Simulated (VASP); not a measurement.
Write the native input for VASP 6.6.1 that does the following.

- Task: single point
- Functional: LDA
- Potentials or basis: VASP PAW LDA potentials, release 64 (H)
- Cutoff: 520 eV
- k mesh: 10 × 10 × 26
- Occupations: gaussian, width 0.05 eV
- Spin: no spin polarisation
- Dipole correction: no
- Further INCAR settings: ALGO = Normal; EDIFF = 1e-06; NBANDS = 6

The structure of H lies in POSCAR:

```
H
1.0
    2.6496387389      0.0000000000      0.0000000000
    0.0000000000      2.6496387389      0.0000000000
    0.0000000000      0.0000000000      1.0295175660
H
1
Direct
    0.0000000000      0.0000000000      0.5000000000
```

This cell differs from its parent crystal: strain +0.000 along x and y, +0.050 along z.

These files were run (other wordings do the same):

INCAR

```
PREC = Accurate ; ENCUT = 520
EDIFF = 1E-6 ; ISMEAR = 0
SIGMA = 0.05 ; LREAL = False
LASPH = True ; NELM = 100
ALGO = Normal ; ISIF = 2
LWAVE = False ; LCHARG = True
GGA = CA ; LELF = True
LVHAR = True ; NBANDS = 6
```

KPOINTS

```
Automatic mesh
0
Gamma
  10 10 26
```

Potentials or basis: VASP PAW LDA potentials, release 64 (H).

Command:

```console
$ cat potpaw_LDA.64/H/POTCAR > POTCAR
$ mpirun -np 1 vasp_std > vasp.out
```

Results of the run:

The pressure is -3.4 GPa.

Caveat: the cell differs from its parent crystal (strain +0.000 along x and y, +0.050 along z).

It took 7.2 s on 1 thread of Intel(R) Xeon(R) Platinum 8259CL CPU @ 2.50GHz (Skylake/Cascade Lake), with other jobs on the host, peak memory 0.11 GiB.
